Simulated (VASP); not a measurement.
# Ti (P6_3/mmc) in VASP: a series of runs

The runs below take Ti through single point, relaxation of shape and atoms at fixed volume, with PBE.

Everything below comes from runs of VASP 6.6.1. Logs are shortened: lines on timing, memory, paths and dates and some standing lists are left out, and cuts for length are marked.

### 1 The cell of the first run

Symmetry: P6_3/mmc, No. 194, hexagonal system. The conventional cell has a = 2.846 Å, b = 2.846 Å, c = 4.511 Å, α = 90.00°, β = 90.00°, γ = 120.00°. Ti (site symmetry -6m2) has 12 Ti at 2.79 to 2.85 Å within 3.7 Å.

### 2 Single point, PBE (volume scaled by 0.91, then relaxed in part)

File INCAR:

```
SYSTEM = Ti
PREC = Accurate
ENCUT = 500
EDIFF = 1E-6
ISMEAR = 0
SIGMA = 0.1
LREAL = .False.
LASPH = .True.
NELM = 120
ALGO = Normal
ISIF = 2
LWAVE = .False.
LCHARG = .False.
GGA = PE
NBANDS = 19
GGA_COMPAT = .False.
```

File KPOINTS:

```
Automatic mesh
0
Gamma
  18 18 10
  0 0 0
```

File POSCAR:

```
Ti
1.0
    2.8462084857      0.0000000000      0.0000000000
   -1.4231042428      2.4648888531      0.0000000000
    0.0000000000      0.0000000000      4.5110133206
Ti
2
Direct
    0.3333333333      0.6666666667      0.2500000000
    0.6666666667      0.3333333333      0.7500000000
```

Potentials or basis: VASP PAW PBE potentials, release 64 (Ti_sv).

The run is started by

```console
$ cat potpaw_PBE.64/Ti_sv/POTCAR > POTCAR
$ mpirun -np 1 vasp_std > vasp.out
```

OUTCAR:

```text
SYSTEM = Ti
   PREC = Accurate
   ENCUT = 500
   EDIFF = 1E-6
   ISMEAR = 0
   LREAL = .False.
   LASPH = .True.
   NELM = 120
   ISIF = 2
   GGA = PE

 ion  position               nearest neighbor table
   1  0.333  0.667  0.250-   2 2.79   2 2.79   2 2.79   2 2.79   2 2.79   2 2.79
   2  0.667  0.333  0.750-   1 2.79   1 2.79   1 2.79   1 2.79   1 2.79   1 2.79

  LATTYP: Found a hexagonal cell.
 ALAT       =     2.8462084857
 C/A-ratio  =     1.5849201994

  Lattice vectors:

 A1 = (   2.8462084857,   0.0000000000,   0.0000000000)
 A2 = (  -1.4231042428,   2.4648888531,   0.0000000000)
 A3 = (   0.0000000000,   0.0000000000,   4.5110133206)

Analysis of symmetry for initial positions (statically):
=====================================================================
 Subroutine PRICEL returns:
 Original cell was already a primitive cell.

 Routine SETGRP: Setting up the symmetry group for a
 hexagonal supercell.

 Subroutine GETGRP returns: Found 24 space group operations
 (whereof 12 operations were pure point group operations)
 out of a pool of 24 trial point group operations.

The static configuration has the point symmetry D_3d.
 The point group associated with its full space group is D_6h.

Analysis of symmetry for dynamics (positions and initial velocities):
=====================================================================
 Subroutine PRICEL returns:
 Original cell was already a primitive cell.

 Routine SETGRP: Setting up the symmetry group for a
 hexagonal supercell.

 Subroutine GETGRP returns: Found 24 space group operations
 (whereof 12 operations were pure point group operations)
 out of a pool of 24 trial point group operations.

The dynamic configuration has the point symmetry D_3d.
 The point group associated with its full space group is D_6h.

 Subroutine INISYM returns: Found 24 space group operations
 (whereof 12 operations are pure point group operations),
 and found     1 'primitive' translations

----------------------------------------------------------------------------------------

                                     Primitive cell

  volume of cell :      31.6474

  direct lattice vectors                    reciprocal lattice vectors
     2.846208486  0.000000000  0.000000000     0.351344606  0.202848903  0.000000000
    -1.423104243  2.464888853  0.000000000     0.000000000  0.405697806  0.000000000
     0.000000000  0.000000000  4.511013321     0.000000000  0.000000000  0.221679682

  length of vectors
     2.846208486  2.846208486  4.511013321     0.405697806  0.405697806  0.221679682

  position of ions in fractional coordinates (direct lattice)
     0.333333333  0.666666667  0.250000000
     0.666666667  0.333333333  0.750000000

  ion indices of the primitive-cell ions
   primitive index   ion index
                 1           1
                 2           2

----------------------------------------------------------------------------------------

 KPOINTS: Automatic mesh

Automatic generation of k-mesh.
 Grid dimensions read from file:
 generate k-points for:   18   18   10

 Generating k-lattice:

  Cartesian coordinates                     Fractional coordinates (reciprocal lattice)
     0.019519145  0.011269384  0.000000000     0.055555556  0.000000000  0.000000000
     0.000000000  0.022538767  0.000000000     0.000000000  0.055555556  0.000000000
     0.000000000  0.000000000  0.022167968     0.000000000  0.000000000  0.100000000

  Length of vectors
     0.022538767  0.022538767  0.022167968

  Shift w.r.t. Gamma in fractional coordinates (k-lattice)
     0.000000000  0.000000000  0.000000000

 Subroutine IBZKPT returns following result:
 ===========================================

 Found    222 irreducible k-points:

 Following reciprocal coordinates:
            Coordinates               Weight
  0.000000  0.000000  0.000000      1.000000
  0.055556  0.000000  0.000000      6.000000
  0.111111  0.000000  0.000000      6.000000
  0.166667  0.000000  0.000000      6.000000
  0.222222  0.000000  0.000000      6.000000
  0.277778  0.000000  0.000000      6.000000
[... 16 lines left out ...]
  0.333333  0.111111  0.000000     12.000000
  0.388889  0.111111  0.000000     12.000000
 [... further k-points ...]
   k-points           NKPTS =    222   k-points in BZ     NKDIM =    222   number of bands    NBANDS=     19
   number of dos      NEDOS =    301   number of ions     NIONS =      2
   total plane-waves  NPLWV =  20736
   dimension x,y,z NGX =    24 NGY =   24 NGZ =   36
   dimension x,y,z NGXF=    48 NGYF=   48 NGZF=   72
   ions per type =               2
   NGX,Y,Z   is equivalent  to a cutoff of  14.02, 14.02, 13.27 a.u.
   NGXF,Y,Z  is equivalent  to a cutoff of  28.04, 28.04, 26.53 a.u.
 SYSTEM =  Ti
   PREC   = accura    normal or accurate (medium, high low for compatibility)
   ISTART =      0    job   : 0-new  1-cont  2-samecut
   ICHARG =      2    charge: 1-file 2-atom 10-const
   ISPIN  =      1    spin polarized calculation?
   LNONCOLLINEAR =      F non collinear calculations
   LSORBIT =      F    spin-orbit coupling
   LASPH  =      T    aspherical Exc in radial PAW
   ENCUT  =  500.0 eV  36.75 Ry    6.06 a.u.   5.19  5.19  8.22*2*pi/ulx,y,z
   NELM   =    120;   NELMIN=  2; NELMDL= -5     # of ELM steps
   EDIFF  = 0.1E-05   stopping-criterion for ELM
   LREAL  =      F    real-space projection
   EDIFFG = 0.1E-04   stopping-criterion for IOM
   NSW    =      0    number of steps for IOM
   IBRION =     -1    ionic relax: 0-MD 1-quasi-New 2-CG
   NFREE  =      0    steps in history (QN), initial steepest desc. (CG)
   ISIF   =      2    stress and relaxation
   ISYM   =      2    0-nonsym 1-usesym 2-fastsym
   POTIM  = 0.5000    time-step for ionic-motion
   TEBEG  =    0.0;   TEEND  =   0.0 temperature during run
   PSTRESS=    0.0 pullay stress
   NELECT =      24.0000    total number of electrons
   NUPDOWN=      -1.0000    fix difference up-down
   EMIN   =  10.00;   EMAX   =-10.00  energy-range for DOS
   EFERMI =   0.00;   METHOD = LEGACY
   ISMEAR =     0;   SIGMA  =   0.10  broadening in eV -4-tet -1-fermi 0-gaus
   EFERMI_NEDOS =   21; number of points for ismear=-14 and -15
   IALGO  =     38    algorithm
   IMIX   =      4    mixing-type and parameters
     AMIX     =   0.40;   BMIX     =  1.00
     AMIX_MAG =   1.60;   BMIX_MAG =  1.00
  volume/ion in A,a.u.               =      15.82       106.78
  Fermi-wavevector in a.u.,A,eV,Ry     =   1.492906  2.821184 30.324243  2.228769
  Thomas-Fermi vector in A             =   2.605374
   LORBIT       =      0    0 simple, 1 ext, 2 COOP (PROOUT), +10 PAW based schemes
   GGA     = PE    functional components
   LHFCALC =     F    Hartree Fock is set to
   AEXX    =    0.0000 exact exchange contribution
   IVDW    =     0    specifies the selected vdW correction
   LEPSILON=     F    determine dielectric tensor
   LRPA    =     F    only Hartree local field effects (RPA)
 non-spin polarized calculation
 Gauss-broadening in eV      SIGMA  =   0.10
  energy-cutoff  :      500.00
  volume of cell :       31.65
 maximum number of plane-waves:       818
 NGX is ok and might be reduce to    24
   NGX = 11   NGY = 11   NGZ = 17

 number of electron      24.0000005 magnetization

 Free energy of the ion-electron system (eV)
  ---------------------------------------------------
  ext. energy  EPLUGINS =         0.00000000
  ---------------------------------------------------
  free energy    TOTEN  =       -15.56884717 eV

  energy without entropy =      -15.55995208  energy(sigma->0) =      -15.56439962

 E-fermi :   9.3676     XC(G=0): -11.9439

 val. band max:        9.3651023285   @ k =   0.1667   0.0000   0.2000
 cond. band min:       9.3802450582   @ k =   0.3889   0.1667   0.3000
 fundamental gap:      0.0151427297
 Fermi energy:         9.3675962061

 k-point     1 :       0.0000    0.0000    0.0000
  band No.  band energies     occupation
      1     -47.3558      2.00000
      2     -47.1579      2.00000
      3     -24.0592      2.00000
      4     -23.2073      2.00000
      5     -23.2073      2.00000
      6     -23.1079      2.00000
[... 11 lines left out ...]
     18      11.1534      0.00000
     19      12.8812      0.00000

 k-point     2 :       0.0556    0.0000    0.0000
  band No.  band energies     occupation
      1     -47.3514      2.00000
      2     -47.1561      2.00000
      3     -24.0500      2.00000
      4     -23.2264      2.00000
      5     -23.2137      2.00000
      6     -23.1117      2.00000
[... 11 lines left out ...]
     18      11.0965      0.00000
     19      12.9129      0.00000

 k-point     3 :       0.1111    0.0000    0.0000
  band No.  band energies     occupation
      1     -47.3385      2.00000
      2     -47.1510      2.00000
      3     -24.0230      2.00000
      4     -23.2817      2.00000
      5     -23.2317      2.00000
      6     -23.1520      2.00000
[... 11 lines left out ...]
     18      10.9937      0.00000
     19      12.9920      0.00000

 k-point     4 :       0.1667    0.0000    0.0000
  band No.  band energies     occupation
      1     -47.3183      2.00000
      2     -47.1436      2.00000
      3     -23.9800      2.00000
      4     -23.3668      2.00000
      5     -23.2586      2.00000
      6     -23.2373      2.00000
[... 11 lines left out ...]
     18      11.2825      0.00000
     19      13.0884      0.00000

 k-point     5 :       0.2222    0.0000    0.0000
  band No.  band energies     occupation
      1     -47.2928      2.00000
      2     -47.1353      2.00000
      3     -23.9236      2.00000
      4     -23.4718      2.00000
      5     -23.3389      2.00000
      6     -23.2905      2.00000
[... 11 lines left out ...]
     18      11.6567      0.00000
     19      13.1792      0.00000

 k-point     6 :       0.2778    0.0000    0.0000
  band No.  band energies     occupation
      1     -47.2643      2.00000
      2     -47.1275      2.00000
      3     -23.8578      2.00000
      4     -23.5842      2.00000
      5     -23.4440      2.00000
      6     -23.3235      2.00000
[... 11 lines left out ...]
     18      12.0845      0.00000
     19      13.2533      0.00000

 k-point     7 :       0.3333    0.0000    0.0000
  band No.  band energies     occupation
      1     -47.2358      2.00000
      2     -47.1219      2.00000
      3     -23.7877      2.00000
      4     -23.6900      2.00000
      5     -23.5401      2.00000
      6     -23.3538      2.00000
[... 11 lines left out ...]
     18      12.5256      0.00000
     19      13.3076      0.00000

 k-point     8 :       0.3889    0.0000    0.0000
  band No.  band energies     occupation
      1     -47.2103      2.00000
      2     -47.1194      2.00000
      3     -23.7762      2.00000
      4     -23.7203      2.00000
      5     -23.6168      2.00000
      6     -23.3780      2.00000
[... 256 lines left out ...]
 k-point    20 :       0.1667    0.1111    0.0000
  band No.  band energies     occupation
      1     -47.2825      2.00000
      2     -47.1322      2.00000
      3     -23.9004      2.00000
      4     -23.4774      2.00000
      5     -23.4224      2.00000
      6     -23.2702      2.00000
[... 11 lines left out ...]
     18      11.9786      0.00000
     19      13.1460      0.00000

 k-point    21 :       0.2222    0.1111    0.0000
  band No.  band energies     occupation
      1     -47.2553      2.00000
      2     -47.1254      2.00000
      3     -23.8363      2.00000
      4     -23.5796      2.00000
      5     -23.4976      2.00000
      6     -23.3201      2.00000
[... 11 lines left out ...]
     18      12.4759      0.00000
     19      13.1927      0.00000

 k-point    22 :       0.2778    0.1111    0.0000
  band No.  band energies     occupation
      1     -47.2279      2.00000
      2     -47.1207      2.00000
      3     -23.7676      2.00000
      4     -23.6784      2.00000
      5     -23.5634      2.00000
      6     -23.3679      2.00000
[... 11 lines left out ...]
     18      13.0125      0.00000
     19      13.2285      0.00000

 k-point    23 :       0.3333    0.1111    0.0000
  band No.  band energies     occupation
      1     -47.2032      2.00000
      2     -47.1190      2.00000
      3     -23.7589      2.00000
      4     -23.7009      2.00000
      5     -23.6163      2.00000
      6     -23.4066      2.00000
[... 11 lines left out ...]
     18      13.2524      0.00000
     19      13.5666      0.00000

 k-point    24 :       0.3889    0.1111    0.0000
  band No.  band energies     occupation
      1     -47.1849      2.00000
      2     -47.1201      2.00000
      3     -23.8113      2.00000
      4     -23.6507      2.00000
      5     -23.6470      2.00000
      6     -23.4315      2.00000
[... 11 lines left out ...]
     18      13.2655      0.00000
     19      14.1211      0.00000

 [... further k-points ...]
[... 5 lines left out ...]
  --------------------------------------------------------------------------------------
  -------------------------------------------------------------------------------------
  Total        2.3752330      2.3752330      2.4030908      0.0000000     -0.0000000      0.0000000
  in kB      120.2482158    120.2482158    121.6585409      0.0000000     -0.0000000      0.0000000
  external PRESSURE =     120.7183242 kB  Pullay stress =       0.0000000 kB

 VOLUME and BASIS-vectors are now :
 -----------------------------------------------------------------------------
  energy-cutoff  :      500.00
  volume of cell :       31.65
      direct lattice vectors                 reciprocal lattice vectors
     2.846208486  0.000000000  0.000000000     0.351344606  0.202848903  0.000000000
    -1.423104243  2.464888853  0.000000000     0.000000000  0.405697806  0.000000000
     0.000000000  0.000000000  4.511013321     0.000000000  0.000000000  0.221679682

 POSITION                                       TOTAL-FORCE (eV/Angst)
 -----------------------------------------------------------------------------------
     -0.00000      1.64326      1.12775        -0.000000     -0.000000      0.000000
      1.42310      0.82163      3.38326         0.000000      0.000000      0.000000
 -----------------------------------------------------------------------------------
    total drift:                               -0.000000      0.000000     -0.000000

  FREE ENERGIE OF THE ION-ELECTRON SYSTEM (eV)
  ---------------------------------------------------
  free  energy   TOTEN  =       -15.5688471666 eV

  energy  without entropy=      -15.5599520763  energy(sigma->0) =      -15.56439962
```

It took 70 s on 1 thread of Intel Xeon 6975P-C, shared host; peak memory 0.23 GiB.

What came out:

```yaml
Free_energy: -15.5688 eV
Pressure: 12.1 GPa
Band_gap_on_the_k_mesh: zero (band 12 reaches 10.19 eV, above the bottom of band 13 at 9.04 eV)
```

Levels at points of the mesh, in eV from the Fermi level:
```tsv
k point	band 9	band 10	band 11	band 12	band 13	band 14	band 15	band 16
(0.00, 0.00, 0.00)	-6.43	-2.94	0.81	0.81	0.94	1.04	1.38	1.38
(0.50, 0.00, 0.00)	-2.48	-2.46	-2.11	-0.52	0.49	0.71	1.31	3.74
(0.00, 0.00, 0.50)	-4.44	-4.44	0.07	0.07	0.71	0.71	0.71	0.71
(0.50, 0.00, 0.50)	-2.81	-2.81	-0.94	-0.94	1.60	1.60	1.90	1.90
```

(Part 1 of 2 ends here.)
